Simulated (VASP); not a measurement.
The system is CoSi2.

```
CELL_PARAMETERS angstrom
3.78726 0.00000 0.00000
1.89363 3.27987 0.00000
1.89363 1.09329 3.09229
ATOMIC_POSITIONS crystal
Co 0.00000 0.00000 0.00000
Si 0.25000 0.25000 0.25000
Si 0.75000 0.75000 0.75000
```

Base run:

| Item | Value |
| --- | --- |
| Program | VASP 6.6.1 |
| Functional | PBEsol |
| Dispersion | D3(BJ) |
| Potentials or basis | VASP PAW PBE potentials, release 64 (Co, Si) |
| Cutoff | 520 eV |
| k mesh | 9 × 9 × 9 |
| Occupations | fermi-dirac, width 0.3 eV |
| Spin | collinear spin, ferromagnetic start |
| Starting moments | [1.53, 0.23, 0.23] μB |
| Fixed moment | 2.4 μB |

Its results: pressure 10.4 GPa; site moments Co +1.49; Si +0.19 μB.

**Question.** The run is repeated on the same cell with these changes: fixed moment from 2.4 μB to 3 μB; moments at the start from [1.53, 0.23, 0.23] to [1.85, 0.3, 0.3]. What comes out?

**Answer.** Pressure 16.6 GPa; site moments Co +1.80; Si +0.24 μB.

Caveats: three body term missing; the cell stands under pressure; the PAW data sets were made with another functional, which shifts forces and pressure a little; the total moment is fixed, so each spin has its own Fermi level.
